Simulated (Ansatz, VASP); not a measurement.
## One calculation of BaCd3Se4, two programs

File INCAR:

```
PREC     = Accurate       # precision mode
ENCUT    = 600            # plane-wave cutoff, eV
EDIFF    = 1E-6           # SCF threshold, eV
ISMEAR   = 0              # smearing method
SIGMA    = 0.15           # smearing width, eV
LREAL    = F              # projectors in reciprocal space
LASPH    = T              # aspherical terms in the spheres
NELM     = 60             # most SCF steps
ALGO     = Normal         # electronic algorithm
ISIF     = 3              # what is computed and relaxed
LWAVE    = F              # write WAVECAR
LCHARG   = F              # write CHGCAR
GGA      = PE             # functional
IBRION   = 2              # ionic algorithm
NSW      = 36             # ionic steps
EDIFFG   = -0.08          # ionic threshold
```

KPOINTS

```
Automatic mesh
0
Gamma
  2 2 2
```

POSCAR

```
BaCd3Se4
1.0
   -3.8824437200      3.8824437200      3.8824437200
    3.8824437200     -3.8824437200      3.8824437200
    3.8824437200      3.8824437200     -3.8824437200
Ba Cd Se
1 3 4
Direct
    0.0000000000      0.0000000000      0.0000000000
    0.0000000000      0.5000000000      0.5000000000
    0.5000000000      0.0000000000      0.5000000000
    0.5000000000      0.5000000000      0.0000000000
    0.4128770000      0.4128770000      0.4128770000
    0.0000000000      0.0000000000      0.5871230000
    0.0000000000      0.5871230000      0.0000000000
    0.5871230000      0.0000000000      0.0000000000
```

Input for Ansatz:

```yaml
crystal:
  lattice:
    - [-3.88244372, 3.88244372, 3.88244372]
    - [3.88244372, -3.88244372, 3.88244372]
    - [3.88244372, 3.88244372, -3.88244372]
  atoms:
    - { symbol: Ba, position: [0.0, 0.0, 0.0] }
    - { symbol: Cd, position: [0.0, 0.5, 0.5] }
    - { symbol: Cd, position: [0.5, 0.0, 0.5] }
    - { symbol: Cd, position: [0.5, 0.5, 0.0] }
    - { symbol: Se, position: [0.412877, 0.412877, 0.412877] }
    - { symbol: Se, position: [0.0, 0.0, 0.587123] }
    - { symbol: Se, position: [0.0, 0.587123, 0.0] }
    - { symbol: Se, position: [0.587123, 0.0, 0.0] }
basis:
  ecutwfc: 420
kpoints:
  mp_grid: { grid: [2, 2, 2] }
hamiltonian:
  xc: pbe
scf:
  occupations: { method: gaussian, width: 0.15 }
  lower_state_search: "off"
output:
  forces: true
  stress: true
  eigenvalues: true
relax:
  adjacent_minimum: "off"
  f_tol: 0.08
  max_steps: 16
  cell: { stress_tol: 0.8 }
```

Alike in both runs: task relaxation of cell and atoms; functional PBE; k mesh 2 × 2 × 2; occupations gaussian, width 0.15 eV; no spin polarisation.

```csv
,VASP,Ansatz
version,VASP 6.6.1,Ansatz 0.2.0
potentials or method,"VASP PAW PBE potentials, release 64 (Ba_sv, Cd, Se), cutoff 600 eV","scalar-relativistic, plane waves, PAW"
valence electrons in the cell,70,134
```

Ansatz gave:

- gap on the k mesh at the Fermi level, each at its own relaxed structure (eV): none
- relaxed volume (Å³/atom): 25.82
- relaxed cell length with the largest relative difference (Å): 6.450

Q: Which values does VASP return?

A: gap on the k mesh at the Fermi level, each at its own relaxed structure (eV): none; relaxed volume (Å³/atom): 25.79; relaxed cell length with the largest relative difference (Å): 6.448.

A gap of «none» marks a metal or a gap that the smearing closes. VASP's potentials hold 70 valence electrons a cell and Ansatz's 134, so a difference there can come from the potentials and not from the codes.

The k mesh is coarse, so the values compare programs but aren't converged. Neither program's run includes spin-orbit coupling.
